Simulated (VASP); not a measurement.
Wanted: the native input for a VASP 6.6.1 run.

```yaml
Task: relaxation of shape and atoms at fixed volume
Functional: PBE
Potentials_or_basis: VASP PAW PBE potentials, release 64 (H)
Cutoff: 600 eV
k_mesh: 8 × 8 × 4
Occupations: gaussian, width 0.02 eV
Spin: no spin polarisation
Dipole_correction: no
Further_INCAR_settings: ALGO = Normal; EDIFF = 1e-06; IBRION = 2; EDIFFG = -0.01; NSW = 50; ISIF = 4
```

The structure of H lies in POSCAR:

```
H
1.0
    1.7905481867     -2.8794630249      0.0000000000
    1.7905481867      2.8794630249      0.0000000000
    0.0000000000      0.0000000000      6.8426423046
H
4
Direct
    0.5539446126      0.4460553874      0.9682845208
    0.4460553874      0.5539446126      0.0317154792
    0.4460553874      0.5539446126      0.4682845208
    0.5539446126      0.4460553874      0.5317154792
```

These files were run (other wordings do the same):

INCAR

```
SYSTEM = H
ALGO = Normal
EDIFF = 1E-6
EDIFFG = -0.01
ENCUT = 600
GGA = PE
IBRION = 2
ISIF = 4
ISMEAR = 0
LASPH = .TRUE.
LCHARG = .FALSE.
LREAL = .FALSE.
LWAVE = .FALSE.
NELM = 80
NSW = 50
PREC = Accurate
SIGMA = 0.02
```

KPOINTS

```
k-points
0
G
  8 8 4
  0 0 0
```

Potentials or basis: VASP PAW PBE potentials, release 64 (H).

The run is started by

```console
$ cat potpaw_PBE.64/H/POTCAR > POTCAR
$ mpirun -np 1 vasp_std > vasp.out
```

Results of the run:

```yaml
Energy_gained_by_relaxing: 0.5 meV/atom
Ionic_steps: 3
Pressure_after_relaxing: 0.0 GPa
Band_gap_on_the_k_mesh: 8.85 eV (least direct gap 8.99 eV)
```

Caveat: this functional lacks dispersion, which holds the molecules together, so the pressure and a relaxed volume are unreliable.

Wall time 33 s on 1 thread of Oxide Virtual Turin-like Processor (shared host), peak memory 0.17 GiB.
